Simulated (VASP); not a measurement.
# Fe (Im-3m) in VASP: notebook

Runs on Fe. Level: r2SCAN. Tasks: single point.

All numbers are computed with VASP 6.6.1; they aren't measurements. Logs are shortened: lines on timing, memory, paths and dates and some standing lists are left out, and cuts for length are marked.

## 1. The cell of the first run

It takes space group Im-3m (No. 229, cubic). The conventional cell has a = 2.867 Å, b = 2.867 Å, c = 2.867 Å, α = 90.00°, β = 90.00°, γ = 90.00°. Fe (site symmetry m-3m) has 14 Fe at 2.48 to 2.87 Å within 3.3 Å.

## 2. Single point, r2SCAN, collinear spin, ferromagnetic start (11.79 Å³/atom)

Contents of POSCAR:

```
Fe
1.0
   -1.4336673100      1.4336673100      1.4336673100
    1.4336673100     -1.4336673100      1.4336673100
    1.4336673100      1.4336673100     -1.4336673100
Fe
1
Direct
    0.0000000000      0.0000000000      0.0000000000
```

Contents of INCAR.step1:

```
PREC = Accurate
ENCUT = 520
ISMEAR = 0
SIGMA = 0.05
LREAL = F
LASPH = T
NELM = 150
ISPIN = 2
MAGMOM = 3.11
LMAXMIX = 4
NBANDS = 14
GGA = PE
ALGO = Normal
EDIFF = 1E-4
LWAVE = T
LCHARG = F
```

Contents of INCAR.step2:

```
PREC = Accurate
ENCUT = 520
EDIFF = 1E-6
ISMEAR = 0
SIGMA = 0.05
LREAL = F
LASPH = T
NELM = 150
ALGO = Normal
ISIF = 2
LWAVE = F
LCHARG = T
ISPIN = 2
MAGMOM = 3.11
LORBIT = 11
LMAXMIX = 4
METAGGA = R2SCAN
LMIXTAU = T
LELF = T
LVHAR = T
NBANDS = 14
ISTART = 1
```

Contents of KPOINTS:

```
regular mesh
0
Gamma
  22 22 22
```

Potentials or basis: VASP PAW PBE potentials, release 64 (Fe).

The run is started by

```console
$ cat potpaw_PBE.64/Fe/POTCAR > POTCAR
$ cp INCAR.step1 INCAR
$ mpirun -np 1 vasp_std > vasp.out
$ cp INCAR.step2 INCAR
$ mpirun -np 1 vasp_std > vasp.out
```

OUTCAR:

```text
PREC = Accurate
   ENCUT = 520
   EDIFF = 1E-6
   ISMEAR = 0
   LREAL = F
   LASPH = T
   NELM = 150
   ISIF = 2
   ISPIN = 2
   LORBIT = 11
   METAGGA = R2SCAN
   ISTART = 1

 ion  position               nearest neighbor table
   1  0.000  0.000  0.000-

  LATTYP: Found a body centered cubic cell.
 ALAT       =     2.8673346200

  Lattice vectors:

 A1 = (  -1.4336673100,   1.4336673100,   1.4336673100)
 A2 = (   1.4336673100,  -1.4336673100,   1.4336673100)
 A3 = (   1.4336673100,   1.4336673100,  -1.4336673100)

Analysis of symmetry for initial positions (statically):
=====================================================================
 Subroutine PRICEL returns:
 Original cell was already a primitive cell.

 Routine SETGRP: Setting up the symmetry group for a
 body centered cubic supercell.

 Subroutine GETGRP returns: Found 48 space group operations
 (whereof 48 operations were pure point group operations)
 out of a pool of 48 trial point group operations.

The static configuration has the point symmetry O_h .

Analysis of symmetry for dynamics (positions and initial velocities):
=====================================================================
 Subroutine PRICEL returns:
 Original cell was already a primitive cell.

 Routine SETGRP: Setting up the symmetry group for a
 body centered cubic supercell.

 Subroutine GETGRP returns: Found 48 space group operations
 (whereof 48 operations were pure point group operations)
 out of a pool of 48 trial point group operations.

The dynamic configuration has the point symmetry O_h .

Analysis of structural, dynamic, and magnetic symmetry:
=====================================================================
 Subroutine PRICEL returns:
 Original cell was already a primitive cell.

 Routine SETGRP: Setting up the symmetry group for a
 body centered cubic supercell.

 Subroutine GETGRP returns: Found 48 space group operations
 (whereof 48 operations were pure point group operations)
 out of a pool of 48 trial point group operations.

The overall configuration has the point symmetry O_h .

 Subroutine INISYM returns: Found 48 space group operations
 (whereof 48 operations are pure point group operations),
 and found     1 'primitive' translations

----------------------------------------------------------------------------------------

                                     Primitive cell

  volume of cell :      11.7871

  direct lattice vectors                    reciprocal lattice vectors
    -1.433667310  1.433667310  1.433667310     0.000000000  0.348755947  0.348755947
     1.433667310 -1.433667310  1.433667310     0.348755947  0.000000000  0.348755947
     1.433667310  1.433667310 -1.433667310     0.348755947  0.348755947  0.000000000
[... 117 lines left out ...]
 maximum number of plane-waves:       331
   NGX =  9   NGY =  9   NGZ =  9

 number of electron       7.9999997 magnetization       2.6613159

 Free energy of the ion-electron system (eV)
  ---------------------------------------------------
  ext. energy  EPLUGINS =         0.00000000
  ---------------------------------------------------
  free energy    TOTEN  =       -14.35945024 eV

  energy without entropy =      -14.35844166  energy(sigma->0) =      -14.35894595

 E-fermi :   5.4672     XC(G=0): -14.0125

 val. band max:        5.4630220499   @ k =   0.1364   0.0455   0.0455
 cond. band min:       5.4700198840   @ k =  -0.1818   0.2727   0.0909
 fundamental gap:      0.0069978341
 Fermi energy:         5.4671850446

 spin component 1

 k-point     1 :       0.0000    0.0000    0.0000
  band No.  band energies     occupation
      1      -3.0223      1.00000
      2       2.3885      1.00000
      3       2.3886      1.00000
      4       2.3886      1.00000
      5       3.5939      1.00000
      6       3.5939      1.00000
      7      31.0926      0.00000
      8      31.0926      0.00000
      9      31.0926      0.00000
     10      35.9234      0.00000
     11      35.9234      0.00000
     12      37.5751      0.00000
     13      37.5751      0.00000
     14      37.5758      0.00000
[... 379 lines left out ...]
      3       2.2123      1.00000
      4       3.2277      1.00000
      5       3.3530      1.00000
      6       3.6703      1.00000
      7      24.5983      0.00000
      8      26.3484      0.00000
      9      30.1233      0.00000
     10      31.2252      0.00000
     11      34.7096      0.00000
     12      35.9637      0.00000
     13      39.7787      0.00000
     14      40.2668      0.00000

 [... further k-points ...]

 spin component 2

 k-point     1 :       0.0000    0.0000    0.0000
  band No.  band energies     occupation
      1      -3.6437      1.00000
      2       5.8373      0.00000
      3       5.8374      0.00000
      4       5.8374      0.00000
      5       8.0325      0.00000
      6       8.0325      0.00000
      7      30.7296      0.00000
      8      30.7296      0.00000
      9      30.7296      0.00000
     10      36.5175      0.00000
     11      36.5175      0.00000
     12      39.3628      0.00000
     13      39.3629      0.00000
     14      39.3634      0.00000
[... 379 lines left out ...]
      3       5.4744      0.41953
      4       6.7791      0.00000
      5       7.6058      0.00000
      6       8.1311      0.00000
      7      25.1757      0.00000
      8      26.9124      0.00000
      9      31.1887      0.00000
     10      31.8744      0.00000
     11      35.6802      0.00000
     12      37.4257      0.00000
     13      41.2519      0.00000
     14      41.3968      0.00000

 [... further k-points ...]
[... 5 lines left out ...]
  --------------------------------------------------------------------------------------
  -------------------------------------------------------------------------------------
  Total       -0.0380067     -0.0380067     -0.0380067     -0.0000000      0.0000000      0.0000000
  in kB       -5.1661364     -5.1661364     -5.1661364     -0.0000000      0.0000000      0.0000000
  external PRESSURE =      -5.1661364 kB  Pullay stress =       0.0000000 kB

 VOLUME and BASIS-vectors are now :
 -----------------------------------------------------------------------------
  energy-cutoff  :      520.00
  volume of cell :       11.79
      direct lattice vectors                 reciprocal lattice vectors
    -1.433667310  1.433667310  1.433667310     0.000000000  0.348755947  0.348755947
     1.433667310 -1.433667310  1.433667310     0.348755947  0.000000000  0.348755947
     1.433667310  1.433667310 -1.433667310     0.348755947  0.348755947  0.000000000

 POSITION                                       TOTAL-FORCE (eV/Angst)
 -----------------------------------------------------------------------------------
      0.00000      0.00000      0.00000         0.000000      0.000000      0.000000
 -----------------------------------------------------------------------------------
    total drift:                                0.000000     -0.000000      0.000000

  FREE ENERGIE OF THE ION-ELECTRON SYSTEM (eV)
  ---------------------------------------------------
  free  energy   TOTEN  =       -14.3594502400 eV

  energy  without entropy=      -14.3584416552  energy(sigma->0) =      -14.35894595

 total charge

# of ion       s       p       d       tot
------------------------------------------
    1        0.479   0.550   6.167   7.196

 magnetization (x)

# of ion       s       p       d       tot
------------------------------------------
    1       -0.012  -0.117   2.860   2.732
```

OSZICAR.step1:

```text
N       E                     dE             d eps       ncg     rms          rms(c)
DAV:   1     0.223714669296E+02    0.22371E+02   -0.38104E+03 19998   0.698E+02
DAV:   2    -0.815473287297E+01   -0.30526E+02   -0.27912E+02 20174   0.128E+02
DAV:   3    -0.910254789512E+01   -0.94782E+00   -0.93979E+00 22162   0.234E+01
DAV:   4    -0.910572705726E+01   -0.31792E-02   -0.31789E-02 21368   0.123E+00
DAV:   5    -0.910574306349E+01   -0.16006E-04   -0.16007E-04 21850   0.894E-02    0.111E+01
DAV:   6    -0.832159128138E+01    0.78415E+00   -0.10544E+01 23108   0.370E+01    0.594E+00
DAV:   7    -0.824697822691E+01    0.74613E-01   -0.71984E-01 22772   0.931E+00    0.335E+00
DAV:   8    -0.824001417604E+01    0.69641E-02   -0.76150E-03 21726   0.509E-01    0.134E+00
DAV:   9    -0.823324157149E+01    0.67726E-02   -0.74776E-03 24578   0.423E-01    0.294E-01
DAV:  10    -0.823316301273E+01    0.78559E-04   -0.72136E-04 22070   0.298E-01
   1 F= -.82331630E+01 E0= -.82324426E+01  d E =-.144079E-02  mag=     2.2465
```

It took 3.4 min on 1 thread of AMD EPYC 9R45 (Zen 5), shared host; peak memory 0.16 GiB.

Results:

```yaml
Free_energy: -14.3595 eV
Pressure: -0.5 GPa
Net_moment: 2.66 μB per cell
Site_moments: Fe +2.73 μB
Valence_electrons_inside_the_program's_atomic_spheres: Fe 7.20
```

Levels at points of the mesh, in eV from the Fermi level:
Spin up:
```tsv
k point	band 1	band 2	band 3	band 4	band 5	band 6	band 7	band 8	band 9	band 10
(0.00, 0.00, 0.00)	-8.49	-3.08	-3.08	-3.08	-1.87	-1.87	25.63	25.63	25.63	30.46
(0.50, 0.00, 0.00)	-5.36	-4.07	-1.84	-1.72	-0.56	0.56	6.86	18.78	20.19	23.37
(0.50, 0.50, 0.50)	-5.30	-5.30	-0.81	-0.81	-0.81	9.93	9.93	9.93	15.49	15.49
```
Spin down:
```csv
k point,band 1,band 2,band 3,band 4,band 5,band 6,band 7,band 8
"(0.00, 0.00, 0.00)",-9.11,0.37,0.37,0.37,2.57,2.57,25.26,25.26
"(0.50, 0.00, 0.00)",-3.49,-1.04,-0.01,2.40,2.85,3.41,9.16,18.72
"(0.50, 0.50, 0.50)",-2.66,-2.66,3.10,3.10,3.10,10.29,10.29,10.29
```

Caveat: the PAW data sets were made with another functional, which shifts forces and pressure a little.

(Continued in part 2 of 2.)
